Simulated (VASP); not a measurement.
Er3RuC: relaxation of cell and atoms with PBE

Crystal: Er3RuC.

```
Er Ru C
1.0
     4.67205    0.00000    0.00000
     0.00000    4.67205    0.00000
     0.00000    0.00000    4.74785
Er Ru C
3 1 1
Direct
  0.00000 0.50000 0.50000
  0.50000 0.00000 0.50000
  0.50000 0.50000 0.00000
  0.00000 0.00000 0.50000
  0.50000 0.50000 0.50000
```

The cell was generated, and may not be a known phase.

```yaml
Program: VASP 6.6.1
Task: relaxation of cell and atoms
Functional: PBE
Potentials_or_basis: VASP PAW PBE potentials, release 64 (Er_3, Ru_pv, C), 4f in core
Cutoff: 600 eV
k_mesh: 4 × 4 × 4
Occupations: gaussian, width 0.1 eV
Spin: no spin polarisation
Dipole_correction: no
Further_INCAR_settings: ALGO = Normal; EDIFF = 1e-07; IBRION = 2; EDIFFG = -0.04; NSW = 90; ISIF = 3
```

```
Relaxed volume                        : 25.16 Å³/atom
Relaxed cell                          : a = 5.171 Å, b = 5.171 Å, c = 4.706 Å, α = 90.00°, β = 90.00°, γ = 90.00°
Space group after relaxing (to 0.1 Å) : P4/mmm (No. 123)
Energy gained by relaxing             : 373.6 meV/atom
Ionic steps                           : 8
Pressure after relaxing               : -0.1 GPa
Band gap on the k mesh                : zero (an odd number of electrons rules out a gap without spin polarisation)
```

Stress tensor (GPa, compression positive):
```
-0.14  0.00  0.00
 0.00 -0.14  0.00
 0.00  0.00 -0.05
```

Step by step:
```tsv
step	energy change (eV)	largest force (eV/Å)	pressure (GPa)	volume (Å³)
1	0.0000	0.0000	24.20	103.64
2	-0.5917	0.0000	-10.23	156.84
3	-1.8402	0.0000	-1.02	128.22
4	-1.8409	0.0000	-0.73	127.69
5	-1.8654	0.0000	-0.08	126.02
6	-1.8678	0.0000	0.20	125.33
7	-1.8678	0.0000	0.22	125.28
8	-1.8681	0.0000	-0.11	125.82
```

Final structure:
```cif
data_structure
_symmetry_space_group_name_H-M 'P 1'
_symmetry_Int_Tables_number 1
_cell_length_a 5.1708
_cell_length_b 5.1708
_cell_length_c 4.7058
_cell_angle_alpha 90.000
_cell_angle_beta 90.000
_cell_angle_gamma 90.000
_cell_volume 125.82
loop_
_atom_site_label
_atom_site_type_symbol
_atom_site_fract_x
_atom_site_fract_y
_atom_site_fract_z
_atom_site_occupancy
Er1 Er 0.00000 0.50000 0.50000 1
Er2 Er 0.50000 0.00000 0.50000 1
Er3 Er 0.50000 0.50000 0.00000 1
Ru1 Ru 0.00000 0.00000 0.50000 1
C1 C 0.50000 0.50000 0.50000 1
```

Levels at points of the mesh, in eV from the Fermi level:
```
           k point  band 20  band 21  band 22  band 23  band 24  band 25
(0.00, 0.00, 0.00)    -0.66    -0.66    -0.65     0.06     0.81     0.81
(0.50, 0.00, 0.00)    -1.16    -0.05     0.08     0.17     0.36     0.46
(0.50, 0.50, 0.00)    -0.90    -0.41    -0.14    -0.14    -0.14     1.03
(0.00, 0.00, 0.50)    -1.46    -1.46    -1.20    -0.24     0.87     2.01
(0.50, 0.00, 0.50)    -0.66    -0.43    -0.31     0.56     0.70     1.38
(0.50, 0.50, 0.50)    -1.17    -0.40    -0.23     0.70     0.90     1.40
```

It took 5.1 min on 1 thread of Intel(R) Xeon(R) 6975P-C (Granite Rapids), with other jobs on the host, peak memory 0.29 GiB.

Caveat: the volume moved by over 15 % at a fixed basis, so the end points are rough; spin-orbit coupling is left out, which moves the levels of the heavy elements; the 4f electrons are frozen in the core, so they carry no moment and show no levels. Spin polarisation is off, so any magnetic state and its effect on volume and gap are missing.
